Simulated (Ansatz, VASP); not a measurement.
## BaF2: VASP beside Ansatz

INCAR

```
PREC = Accurate
ENCUT = 520
EDIFF = 1E-8
ISMEAR = -1
SIGMA = 0.01
LREAL = False
LASPH = True
NELM = 120
ALGO = Normal
ISIF = 2
LWAVE = False
LCHARG = False
GGA = CA
LEFG = True
NBANDS = 19
GGA_COMPAT = False
```

File KPOINTS:

```
Automatic mesh
0
Gamma
  8 8 8
```

Contents of POSCAR:

```
BaF2
1.0
    0.0000000000      3.0792436684      3.0792436684
    3.0792436684      0.0000000000      3.0792436684
    3.0792436684      3.0792436684      0.0000000000
Ba F
1 2
Direct
    0.0000000000      0.0000000000      0.0000000000
    0.2500000000      0.2500000000      0.2500000000
    0.7500000000      0.7500000000      0.7500000000
```

Input for Ansatz:

```yaml
crystal:
  lattice:
    - [0.0, 3.0792436684, 3.0792436684]
    - [3.0792436684, 0.0, 3.0792436684]
    - [3.0792436684, 3.0792436684, 0.0]
  atoms:
    - { symbol: Ba, position: [0.0, 0.0, 0.0] }
    - { symbol: F, position: [0.25, 0.25, 0.25] }
    - { symbol: F, position: [0.75, 0.75, 0.75] }
kpoints:
  mp_grid: { grid: [8, 8, 8] }
scf:
  occupations: { method: fermi_dirac, width: 0.01 }
hamiltonian:
  xc: lda
  pseudopotentials: { kind: paw }
output:
  forces: true
  stress: true
  eigenvalues: true
  efg: { contact_densities: true }
```

Change from the starting cell: volume scaled by 0.98, PAW files.

Alike in both runs: task electric field gradients; functional LDA; k mesh 8 × 8 × 8; occupations fermi-dirac, width 0.01 eV; no spin polarisation.

|  | VASP | Ansatz |
| --- | --- | --- |
| version | VASP 6.6.1 | Ansatz 0.2.0 |
| potentials or method | VASP PAW LDA potentials, release 64 (Ba_sv, F) | PAW with Ansatz's default frozen-core files, scalar-relativistic |
| plane-wave cutoff (eV) | 520 | 420 |
| valence electrons in the cell | 24 | 24 |

|  | VASP | Ansatz | Ansatz less VASP |
| --- | --- | --- | --- |
| gap on the k mesh at the Fermi level (eV) | 6.47 | 6.54 | +0.069 |
| pressure (GPa) | -2.2 | -3.5 | -1.31 |

LDA's correlation is that of Perdew and Zunger in VASP and of Perdew and Wang (1992) in Ansatz.

Spin-orbit coupling is off throughout.
